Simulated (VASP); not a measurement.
**Co13Si7: single point with PBE**

Co13Si7:

```xyz
20
Lattice="6.4940 0.0106 0.2711 0.0106 6.2019 -0.1606 0.2711 -0.1606 6.3520" Properties=species:S:1:pos:R:3 pbc="T T T"
Co    4.1847    5.9449    1.4083
Co    1.9842    0.6804    0.9173
Co    3.7353    4.1240    3.4780
Co    3.9693    3.8092    6.4718
Co    4.4102    1.3303    6.2679
Co    1.2218    3.1255    0.3993
Co    6.0980    1.4702    1.4517
Co    5.5849    3.9044    1.6140
Co    0.4767    0.8720    5.0665
Co    5.9633    2.5193    3.8118
Co    1.4907    1.9913    2.6445
Co    5.7073    4.9467    4.4666
Co    2.3480    6.1655    2.8890
Si    0.2637    5.4397   -0.0242
Si    6.3894    6.2346    2.7208
Si    7.6752    4.1772    2.9760
Si    5.9365    2.8750    5.9533
Si    2.7344    2.3982    4.8633
Si    3.8338    6.2551    4.5834
Si    3.7907    1.9962    2.6081
```

* Program: VASP 6.6.1
* Task: single point
* Functional: PBE
* Potentials or basis: VASP PAW PBE potentials, release 64 (Co, Si)
* Cutoff: 400 eV
* k mesh: 1 × 1 × 1, shifted
* Occupations: fermi-dirac, width 0.087 eV
* Spin: no spin polarisation

The pressure is -7.4 GPa, the largest force is 2.670 eV/Å and the band gap on the k mesh is zero (an odd number of electrons rules out a gap without spin polarisation).

Forces in eV/Å, atoms in the order of the input:
```
Co   0.428 -0.131  0.607
Co   0.013 -0.073 -2.137
Co  -0.648 -0.481 -0.249
Co  -1.267  0.831 -0.614
Co  -0.436  0.119  0.847
Co   0.843 -0.303  0.068
Co  -0.672  0.708 -1.474
Co  -0.216  1.226  1.731
Co   0.909  0.313 -0.285
Co  -1.929  0.593 -1.123
Co  -0.023  0.871  0.824
Co   1.089 -0.336  0.515
Co   0.085 -1.231  1.022
Si  -0.092 -0.446 -0.415
Si   0.131 -0.561  2.607
Si   0.079  0.129  0.237
Si   1.411  0.666 -0.394
Si  -0.626  0.094  0.555
Si  -0.231 -1.691 -0.721
Si   1.150 -0.297 -1.604
```

Stress tensor (GPa, compression positive):
```
-10.98  -3.70   0.53
 -3.70  -5.87  -0.31
  0.53  -0.31  -5.41
```

Levels at points of the mesh, in eV from the Fermi level:
```csv
k point,band 71,band 72,band 73,band 74,band 75,band 76
"(0.25, 0.25, 0.25)",-0.14,-0.06,-0.01,0.05,0.12,0.23
```

Wall time 3 min on 1 thread of AMD EPYC 7R43 64-Core Processor (Zen 3) (shared host), peak memory 0.21 GiB.

Caveat: the atoms stand as in a frame of molecular dynamics; the run has no spin polarisation, though such a crystal can be magnetic. Spin polarisation is off, so any magnetic state and its effect on volume and gap are missing.
